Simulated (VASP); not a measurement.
# Hf2TaN4 (Cmmm) in VASP: single point with PBE

Aim: the single point of Hf2TaN4 with PBE.

Everything below comes from runs of VASP 6.6.1. Logs are shortened: lines on timing, memory, paths and dates and some standing lists are left out, and cuts for length are marked.

### 1 The cell of the first run

Symmetry: Cmmm, No. 65, orthorhombic system. Conventional cell: a = 6.462 Å, b = 8.789 Å, c = 3.151 Å, α = 90.00°, β = 90.00°, γ = 90.00°. Hf (site symmetry 2/m) has 6 N at 2.21 to 2.26 Å within 2.9 Å. Ta (site symmetry mmm) has 6 N at 2.11 to 2.14 Å within 2.8 Å. N (site symmetry m2m) has 1 Ta at 2.14 Å and 4 Hf at 2.26 Å within 2.8 Å. Within 3.4 Å of N (site symmetry 2mm) lie 2 Ta at 2.11 Å and 2 Hf at 2.21 Å and 11 N at 2.80 to 3.30 Å.

### 2 Single point, PBE

Contents of POSCAR:

```
Hf2TaN4
1.0
    3.2308728467     -4.3946959443      0.0000000000
    3.2308728467      4.3946959443      0.0000000000
    0.0000000000      0.0000000000      3.1508633794
Hf Ta N
2 1 4
Direct
    0.5000000000      0.0000000000      0.5000000000
    0.0000000000      0.5000000000      0.5000000000
    0.0000000000      0.0000000000      0.0000000000
    0.2432838415      0.7567161585      0.0000000000
    0.7567161585      0.2432838415      0.0000000000
    0.2167850987      0.2167850987      0.5000000000
    0.7832149013      0.7832149013      0.5000000000
```

Contents of INCAR.step1:

```
ALGO = Normal
EDIFF = 1E-6
ENCUT = 520
GGA = PE
GGA_COMPAT = F
ISIF = 2
ISMEAR = 0
LASPH = T
LCHARG = T
LMAXMIX = 4
LORBIT = 11
LREAL = F
LWAVE = F
NBANDS = 34
NEDOS = 2001
NELM = 120
PREC = Accurate
SIGMA = 0.1
```

Contents of KPOINTS.step1:

```
k-points
0
Gamma
  6 6 10
```

Contents of INCAR.step2:

```
ALGO = Normal
EDIFF = 1E-6
ENCUT = 520
GGA = PE
GGA_COMPAT = F
ICHARG = 11
ISIF = 2
ISMEAR = -5
LASPH = T
LCHARG = F
LMAXMIX = 4
LORBIT = 11
LREAL = F
LWAVE = F
NEDOS = 2001
NELM = 120
PREC = Accurate
SIGMA = 0.1
```

Contents of KPOINTS.step2:

```
k-points
0
Gamma
  9 9 15
```

Potentials or basis: VASP PAW PBE potentials, release 64 (Hf_pv, Ta_pv, N).

On the command line:

```sh
> cat potpaw_PBE.64/Hf_pv/POTCAR potpaw_PBE.64/Ta_pv/POTCAR potpaw_PBE.64/N/POTCAR > POTCAR
> cp INCAR.step1 INCAR
> cp KPOINTS.step1 KPOINTS
> mpirun -np 1 vasp_std > vasp.out
> cp INCAR.step2 INCAR
> cp KPOINTS.step2 KPOINTS
> mpirun -np 1 vasp_std > vasp.out
```

OUTCAR:

```text
EDIFF = 1E-6
   ENCUT = 520
   GGA = PE
   ICHARG = 11
   ISIF = 2
   ISMEAR = -5
   LASPH = T
   LORBIT = 11
   LREAL = F
   NELM = 120
   PREC = Accurate

 ion  position               nearest neighbor table
   1  0.500  0.000  0.500-   6 2.21   7 2.21   4 2.26   5 2.26   4 2.26   5 2.26   3 3.15   3 3.15
                             3 3.15   3 3.15   2 3.23   2 3.23
   2  0.000  0.500  0.500-   6 2.21   7 2.21   4 2.26   5 2.26   4 2.26   5 2.26   3 3.15   3 3.15
                             3 3.15   3 3.15   1 3.23   1 3.23
   3  0.000  0.000  0.000-   6 2.11   7 2.11   6 2.11   7 2.11   4 2.14   5 2.14   1 3.15   2 3.15
                             1 3.15   2 3.15   2 3.15   2 3.15   1 3.15   1 3.15
   4  0.243  0.757  0.000-   3 2.14   2 2.26   1 2.26   1 2.26   2 2.26
   5  0.757  0.243  0.000-   3 2.14   2 2.26   1 2.26   1 2.26   2 2.26
   6  0.217  0.217  0.500-   3 2.11   3 2.11   1 2.21   2 2.21
   7  0.783  0.783  0.500-   3 2.11   3 2.11   1 2.21   2 2.21

  LATTYP: Found a base centered orthorhombic cell.
 ALAT       =     6.4617456934
 B/A-ratio  =     1.3602194060
 C/A-ratio  =     0.4876179796

  Lattice vectors:

 A1 = (   3.2308728467,  -4.3946959443,   0.0000000000)
 A2 = (   3.2308728467,   4.3946959443,   0.0000000000)
 A3 = (   0.0000000000,   0.0000000000,   3.1508633794)

Analysis of symmetry for initial positions (statically):
=====================================================================
 Subroutine PRICEL returns:
 Original cell was already a primitive cell.

 Routine SETGRP: Setting up the symmetry group for a
 base centered orthorhombic supercell.

 Subroutine GETGRP returns: Found  8 space group operations
 (whereof  8 operations were pure point group operations)
 out of a pool of  8 trial point group operations.

The static configuration has the point symmetry D_2h.

Analysis of symmetry for dynamics (positions and initial velocities):
=====================================================================
 Subroutine PRICEL returns:
 Original cell was already a primitive cell.

 Routine SETGRP: Setting up the symmetry group for a
 base centered orthorhombic supercell.

 Subroutine GETGRP returns: Found  8 space group operations
 (whereof  8 operations were pure point group operations)
 out of a pool of  8 trial point group operations.

The dynamic configuration has the point symmetry D_2h.

 Subroutine INISYM returns: Found  8 space group operations
 (whereof  8 operations are pure point group operations),
 and found     1 'primitive' translations

----------------------------------------------------------------------------------------

                                     Primitive cell

  volume of cell :      89.4764

  direct lattice vectors                    reciprocal lattice vectors
     3.230872847 -4.394695944  0.000000000     0.154756941 -0.113773514  0.000000000
     3.230872847  4.394695944  0.000000000     0.154756941  0.113773514  0.000000000
     0.000000000  0.000000000  3.150863379     0.000000000  0.000000000  0.317373329

  length of vectors
     5.454529475  5.454529475  3.150863379     0.192078430  0.192078430  0.317373329

  position of ions in fractional coordinates (direct lattice)
     0.500000000  0.000000000  0.500000000
     0.000000000  0.500000000  0.500000000
     0.000000000  0.000000000  0.000000000
     0.243283842  0.756716158  0.000000000
     0.756716158  0.243283842  0.000000000
     0.216785099  0.216785099  0.500000000
     0.783214901  0.783214901  0.500000000

  ion indices of the primitive-cell ions
   primitive index   ion index
                 1           1
                 2           2
                 3           3
                 4           4
                 5           5
                 6           6
                 7           7

----------------------------------------------------------------------------------------

 KPOINTS: k-points

Automatic generation of k-mesh.
 Grid dimensions read from file:
 generate k-points for:    9    9   15

 Generating k-lattice:

  Cartesian coordinates                     Fractional coordinates (reciprocal lattice)
     0.017195216 -0.012641502  0.000000000     0.111111111  0.000000000  0.000000000
     0.017195216  0.012641502  0.000000000     0.000000000  0.111111111  0.000000000
     0.000000000  0.000000000  0.021158222     0.000000000  0.000000000  0.066666667

  Length of vectors
     0.021342048  0.021342048  0.021158222

  Shift w.r.t. Gamma in fractional coordinates (k-lattice)
     0.000000000  0.000000000  0.000000000

 TETIRR: Found   1826 inequivalent tetrahedra from     7290

 Subroutine IBZKPT returns following result:
 ===========================================

 Found    200 irreducible k-points:

 Following reciprocal coordinates:
            Coordinates               Weight
  0.000000  0.000000  0.000000      1.000000
  0.111111  0.000000  0.000000      4.000000
  0.222222  0.000000  0.000000      4.000000
  0.333333  0.000000  0.000000      4.000000
  0.444444  0.000000  0.000000      4.000000
  0.111111  0.111111  0.000000      2.000000
[... 16 lines left out ...]
 -0.333333  0.333333  0.000000      2.000000
  0.444444  0.444444  0.000000      2.000000
 [... further k-points ...]
   k-points           NKPTS =    200   k-points in BZ     NKDIM =    200   number of bands    NBANDS=     30
   number of dos      NEDOS =   2001   number of ions     NIONS =      7
   total plane-waves  NPLWV =  42336
   dimension x,y,z NGX =    42 NGY =   42 NGZ =   24
   dimension x,y,z NGXF=    84 NGYF=   84 NGZF=   48
   ions per type =               2   1   4
   NGX,Y,Z   is equivalent  to a cutoff of  12.80, 12.80, 12.66 a.u.
   NGXF,Y,Z  is equivalent  to a cutoff of  25.60, 25.60, 25.33 a.u.
 SYSTEM =  unknown system
   PREC   = accura    normal or accurate (medium, high low for compatibility)
   ISTART =      0    job   : 0-new  1-cont  2-samecut
   ICHARG =     11    charge: 1-file 2-atom 10-const
   ISPIN  =      1    spin polarized calculation?
   LNONCOLLINEAR =      F non collinear calculations
   LSORBIT =      F    spin-orbit coupling
   LASPH  =      T    aspherical Exc in radial PAW
   ENCUT  =  520.0 eV  38.22 Ry    6.18 a.u.  10.14 10.14  5.86*2*pi/ulx,y,z
   NELM   =    120;   NELMIN=  2; NELMDL=  0     # of ELM steps
   EDIFF  = 0.1E-05   stopping-criterion for ELM
   LREAL  =      F    real-space projection
   EDIFFG = 0.1E-04   stopping-criterion for IOM
   NSW    =      0    number of steps for IOM
   IBRION =     -1    ionic relax: 0-MD 1-quasi-New 2-CG
   NFREE  =      0    steps in history (QN), initial steepest desc. (CG)
   ISIF   =      2    stress and relaxation
   ISYM   =      2    0-nonsym 1-usesym 2-fastsym
   POTIM  = 0.5000    time-step for ionic-motion
   TEBEG  =    0.0;   TEEND  =   0.0 temperature during run
   PSTRESS=    0.0 pullay stress
   NELECT =      51.0000    total number of electrons
   NUPDOWN=      -1.0000    fix difference up-down
   EMIN   =  10.00;   EMAX   =-10.00  energy-range for DOS
   EFERMI =   0.00;   METHOD = LEGACY
   ISMEAR =    -5;   SIGMA  =   0.10  broadening in eV -4-tet -1-fermi 0-gaus
   EFERMI_NEDOS =   21; number of points for ismear=-14 and -15
   IALGO  =     38    algorithm
   IMIX   =      4    mixing-type and parameters
     AMIX     =   0.40;   BMIX     =  1.00
     AMIX_MAG =   1.60;   BMIX_MAG =  1.00
  volume/ion in A,a.u.               =      12.78        86.26
  Fermi-wavevector in a.u.,A,eV,Ry     =   1.357361  2.565041 25.067778  1.842430
  Thomas-Fermi vector in A             =   2.484286
   LORBIT       =     11    0 simple, 1 ext, 2 COOP (PROOUT), +10 PAW based schemes
   GGA     = PE    functional components
   LHFCALC =     F    Hartree Fock is set to
   AEXX    =    0.0000 exact exchange contribution
   IVDW    =     0    specifies the selected vdW correction
   LEPSILON=     F    determine dielectric tensor
   LRPA    =     F    only Hartree local field effects (RPA)
 non-spin polarized calculation
 Fermi weights with tetrahedron method with Bloechl corrections
  energy-cutoff  :      520.00
  volume of cell :       89.48
 maximum number of plane-waves:      2430
 NGX is ok and might be reduce to    42

 number of electron      50.9999991 magnetization

 Free energy of the ion-electron system (eV)
  ---------------------------------------------------
  ext. energy  EPLUGINS =         0.00000000
  ---------------------------------------------------
  free energy    TOTEN  =       -74.98180221 eV

  energy without entropy =      -74.98180221  energy(sigma->0) =      -74.98180221

 E-fermi :   5.6649     XC(G=0): -11.5427

 val. band max:        5.6854560053   @ k =  -0.4444   0.4444   0.2667
 cond. band min:       5.6155457963   @ k =  -0.4444   0.3333   0.4000
 fundamental gap:     -0.0699102091
 Fermi energy:         5.6648652088

 k-point     1 :       0.0000    0.0000    0.0000
  band No.  band energies     occupation
      1     -30.0469      2.00000
      2     -29.9420      2.00000
      3     -29.7949      2.00000
      4     -25.8873      2.00000
      5     -25.5835      2.00000
      6     -25.5529      2.00000
[... 22 lines left out ...]
     29       7.0526      0.00000
     30       9.2746      0.00000

 k-point     2 :       0.1111    0.0000    0.0000
  band No.  band energies     occupation
      1     -30.0455      2.00000
      2     -29.9412      2.00000
      3     -29.7949      2.00000
      4     -25.8767      2.00000
      5     -25.5884      2.00000
      6     -25.5532      2.00000
[... 22 lines left out ...]
     29       7.1283      0.00000
     30       9.1113      0.00000

 k-point     3 :       0.2222    0.0000    0.0000
  band No.  band energies     occupation
      1     -30.0420      2.00000
      2     -29.9390      2.00000
      3     -29.7946      2.00000
      4     -25.8461      2.00000
      5     -25.6044      2.00000
      6     -25.5532      2.00000
[... 22 lines left out ...]
     29       7.2530      0.00000
     30       8.4899      0.00000

 k-point     4 :       0.3333    0.0000    0.0000
  band No.  band energies     occupation
      1     -30.0382      2.00000
      2     -29.9364      2.00000
      3     -29.7944      2.00000
      4     -25.7994      2.00000
      5     -25.6337      2.00000
      6     -25.5508      2.00000
[... 22 lines left out ...]
     29       7.2509      0.00000
     30       7.9467      0.00000

 k-point     5 :       0.4444    0.0000    0.0000
  band No.  band energies     occupation
      1     -30.0358      2.00000
      2     -29.9346      2.00000
      3     -29.7942      2.00000
      4     -25.7448      2.00000
      5     -25.6771      2.00000
      6     -25.5441      2.00000
[... 22 lines left out ...]
     29       7.1921      0.00000
     30       7.8054      0.00000
[... 526 lines left out ...]
     29       8.2366      0.00000
     30       8.4992      0.00000

 k-point    22 :      -0.4444    0.3333    0.0000
  band No.  band energies     occupation
      1     -30.0265      2.00000
      2     -29.9299      2.00000
      3     -29.7936      2.00000
      4     -25.9145      2.00000
      5     -25.5958      2.00000
      6     -25.5846      2.00000
[... 22 lines left out ...]
     29       8.3501      0.00000
     30       8.7794      0.00000

 k-point    23 :      -0.3333    0.3333    0.0000
  band No.  band energies     occupation
      1     -30.0291      2.00000
      2     -29.9315      2.00000
      3     -29.7938      2.00000
      4     -25.9209      2.00000
      5     -25.5912      2.00000
      6     -25.5820      2.00000
[... 22 lines left out ...]
     29       8.2740      0.00000
     30       8.7717      0.00000

 k-point    24 :       0.4444    0.4444    0.0000
  band No.  band energies     occupation
      1     -30.0238      2.00000
      2     -29.9284      2.00000
      3     -29.7934      2.00000
      4     -25.9200      2.00000
      5     -25.6005      2.00000
      6     -25.5850      2.00000
[... 22 lines left out ...]
     29       8.4529      0.00000
     30       8.7276      0.00000

 [... further k-points ...]

------------------------ aborting loop because EDIFF is reached ----------------------------------------

  FORCE on cell =-STRESS in cart. coord.  units (eV):
  Direction    XX          YY          ZZ          XY          YZ          ZX
  --------------------------------------------------------------------------------------
  -------------------------------------------------------------------------------------
  Total       -0.8637802     -0.4569228     -0.7197134      0.0000000      0.0000000      0.0000000
  in kB      -15.4669816     -8.1817304    -12.8872983      0.0000000      0.0000000      0.0000000
  external PRESSURE =     -12.1786701 kB  Pullay stress =       0.0000000 kB

 VOLUME and BASIS-vectors are now :
 -----------------------------------------------------------------------------
  energy-cutoff  :      520.00
  volume of cell :       89.48
      direct lattice vectors                 reciprocal lattice vectors
     3.230872847 -4.394695944  0.000000000     0.154756941 -0.113773514  0.000000000
     3.230872847  4.394695944  0.000000000     0.154756941  0.113773514  0.000000000
     0.000000000  0.000000000  3.150863379     0.000000000  0.000000000  0.317373329

 POSITION                                       TOTAL-FORCE (eV/Angst)
 -----------------------------------------------------------------------------------
      1.61544     -2.19735      1.57543         0.000000      0.000000     -0.000000
      1.61544      2.19735      1.57543         0.000000      0.000000     -0.000000
      0.00000      0.00000      0.00000         0.000000      0.000000     -0.000000
      3.23087      2.25638      0.00000         0.000000      0.027877      0.000000
      3.23087     -2.25638      0.00000         0.000000     -0.027877     -0.000000
      1.40081      0.00000      1.57543         0.037997      0.000000     -0.000000
      5.06094      0.00000      1.57543        -0.037997      0.000000      0.000000
 -----------------------------------------------------------------------------------
    total drift:                                0.000000      0.000000     -0.000000

  FREE ENERGIE OF THE ION-ELECTRON SYSTEM (eV)
  ---------------------------------------------------
  free  energy   TOTEN  =       -74.9818022098 eV

  energy  without entropy=      -74.9818022098  energy(sigma->0) =      -74.98180221

 total charge

# of ion       s       p       d       tot
------------------------------------------
    1        0.300   6.589   1.596   8.485
    2        0.300   6.589   1.596   8.485
    3        0.342   6.331   2.257   8.929
    4        1.244   2.488   0.000   3.732
    5        1.244   2.488   0.000   3.732
    6        1.258   2.482   0.000   3.740
    7        1.258   2.482   0.000   3.740
--------------------------------------------------
tot          5.945  29.449   5.448  40.842
```

Run time: 9.2 min. Hardware: 1 thread of Oxide Virtual Turin-like, shared host; peak memory 0.56 GiB.

What came out:

- Valence electrons inside the program's atomic spheres: Hf 8.48; Ta 8.93; N 3.73, 3.74 (each value once)

Caveat: spin-orbit coupling is left out, which moves the levels of the heavy elements; an odd number of electrons without spin polarisation forces a metal; a magnetic or distorted state may lie lower.
